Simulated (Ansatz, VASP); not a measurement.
Al2O3: VASP beside Ansatz

```xyz
5
Lattice="2.6536 0.0000 0.0000 -1.3268 2.2981 0.0000 0.0000 0.0000 8.5898" Properties=species:S:1:pos:R:3 pbc="T T T"
Al    0.0000    0.0000    1.2884
Al    0.0000    0.0000    7.3014
O     0.0000    1.5320    1.9097
O     1.3268    0.7660    0.0000
O     0.0000    1.5320    6.6802
```

Change from the starting cell: strain -0.080 along x and y, -0.080 along z, atoms carried along.

Alike in both runs: task single point; functional r2SCAN; k mesh 12 × 12 × 4; occupations gaussian, width 0.05 eV; no spin polarisation.

```csv
,VASP,Ansatz
version,VASP 6.6.1,Ansatz 0.2.0
potentials or method,"VASP PAW PBE potentials, release 64 (Al, O), cutoff 520 eV","scalar-relativistic, plane waves, PAW"
valence electrons in the cell,24,24
```

Ansatz gave:

* gap on the k mesh at the Fermi level (eV): 7.86
* least direct gap on the mesh (eV): 8.26
* pressure (GPa): 52.8
* traceless stress, the component that is largest in VASP (GPa): -17.64
* rms of the force components (eV/Å): 1.452

Task: Which values does VASP return?

Result: gap on the k mesh at the Fermi level (eV): 7.86; least direct gap on the mesh (eV): 8.26; pressure (GPa): 53.7; traceless stress, the component that is largest in VASP (GPa): -18.67; rms of the force components (eV/Å): 1.470.

VASP's potentials were made for PBE, not for r2SCAN. Atom by atom the forces differ by 0.019 eV/Å (rms over components). Both programs put the cell under a high pressure, so it lies far from rest at this level.
